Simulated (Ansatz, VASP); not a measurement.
# C: VASP beside Ansatz

```xyz
2
Lattice="0.0000 2.0104 2.0104 2.0104 0.0000 2.0104 2.0104 2.0104 0.0000" Properties=species:S:1:pos:R:3 pbc="T T T"
C    -0.5026   -0.5026   -0.5026
C     0.5026    0.5026    0.5026
```

Alike in both runs: task single point; functional PBE; k mesh 13 × 13 × 13; occupations fermi-dirac, width 0.05 eV; no spin polarisation.

|  | VASP | Ansatz |
| --- | --- | --- |
| version | VASP 6.6.1 | Ansatz 0.2.0 |
| potentials or method | VASP PAW PBE potentials, release 64 (C), cutoff 520 eV | all-electron LAPW, scalar-relativistic |

```csv
,VASP,Ansatz,Ansatz less VASP
gap on the k mesh at the Fermi level (eV),3.39,3.40,+0.005
```

Ansatz ran all-electron here, and VASP with PAW potentials.
